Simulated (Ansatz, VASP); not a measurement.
**Two plane-wave programs on KMgF3**

```
CELL_PARAMETERS angstrom
-4.09814 -0.03278 0.08057
0.08057 -0.00515 -4.02664
-0.06555 -8.15244 -0.01029
ATOMIC_POSITIONS crystal
K 0.51736 0.48918 0.75157
K 0.50519 0.51716 0.25384
Mg 0.99597 0.01756 0.50032
Mg 0.99160 0.00963 0.99080
F 0.49626 0.99529 0.01227
F 0.50361 0.98074 0.49912
F 0.00438 0.00872 0.74814
F 0.99239 0.97829 0.24580
F 0.99467 0.49046 0.99393
F 0.99857 0.51297 0.50421
```

Change from the starting cell: cell x2, atoms moved at random (sigma 0.05 Å) and cell strained at random (1.5 %), then relaxed without symmetry.

Alike in both runs: task relaxation of cell and atoms; functional PBE; k mesh 4 × 4 × 2; occupations gaussian, width 0.1 eV; no spin polarisation.

|  | VASP | Ansatz |
| --- | --- | --- |
| version | VASP 6.6.1 | Ansatz 0.2.0 |
| potentials or method | VASP PAW PBE potentials, release 64 (K_sv, Mg, F), cutoff 600 eV | scalar-relativistic, plane waves, PAW |
| valence electrons in the cell | 64 | 80 |

Ansatz gave:

```
gap on the k mesh at the Fermi level, each at its own relaxed structure (eV) : 6.96
relaxed volume (Å³/atom)                                                     : 13.33
relaxed length of the cell vector where the two differ most in proportion (Å)              : 4.057
```

Problem. What did VASP give for the same quantities?

Solution. gap on the k mesh at the Fermi level, each at its own relaxed structure (eV): 7.00; relaxed volume (Å³/atom): 13.20; relaxed length of the cell vector where the two differ most in proportion (Å): 4.042.

VASP's potentials hold 64 valence electrons a cell and Ansatz's 80, so a difference there can come from the potentials and not from the codes.
